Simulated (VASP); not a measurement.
Write the native input for VASP 6.6.1 that does the following.

```
Task                   : single point
Functional             : PBEsol
Potentials or basis    : VASP PAW PBE potentials, release 64 (Ni, Al)
Cutoff                 : 520 eV
k mesh                 : 8 × 8 × 8
Occupations            : fermi-dirac, width 0.05 eV
Spin                   : collinear spin, ferromagnetic start
Starting moments       : [1.0, 1.0, 1.0, 0.0] μB
Dipole correction      : no
Further INCAR settings : ALGO = Fast; EDIFF = 1e-06; NBANDS = 28
```

The structure of AlNi3 lies in POSCAR:

```
AlNi3
1.0
    3.4994093517      0.0000000000      0.0000000000
    0.0000000000      3.4994093517      0.0000000000
    0.0000000000      0.0000000000      3.4994093517
Ni Al
3 1
Direct
    0.5000000000      0.5000000000      0.0000000000
    0.5000000000      0.0000000000      0.5000000000
    0.0000000000      0.5000000000      0.5000000000
    0.0000000000      0.0000000000      0.0000000000
```

The input as run:

INCAR

```
SYSTEM = AlNi3
ALGO = Fast
EDIFF = 1E-6
ENCUT = 520
GGA = PS
ISIF = 2
ISMEAR = -1
ISPIN = 2
LASPH = .TRUE.
LCHARG = .TRUE.
LELF = .TRUE.
LMAXMIX = 4
LORBIT = 11
LREAL = .FALSE.
LVHAR = .TRUE.
LWAVE = .FALSE.
MAGMOM = 1 1 1 0
NBANDS = 28
NELM = 150
PREC = Accurate
SIGMA = 0.05
```

KPOINTS

```
k-points
0
G
  8 8 8
  0 0 0
```

Potentials or basis: VASP PAW PBE potentials, release 64 (Ni, Al).

Command:

```bash
$ cat potpaw_PBE.64/Ni/POTCAR potpaw_PBE.64/Al/POTCAR > POTCAR
$ mpirun -np 1 vasp_std > vasp.out
```

It gave:

* Pressure: 3.7 GPa
* Net moment: 0.60 μB per cell
* Site moments: Ni +0.21; Al -0.01 μB
* Valence electrons inside the program's atomic spheres: Ni 9.50; Al 0.82

Caveat: the PAW data sets were made with another functional, which shifts forces and pressure a little.

It took 41 s on 1 thread of Intel(R) Xeon(R) 6975P-C (Granite Rapids), on a shared host, peak memory 0.2 GiB.
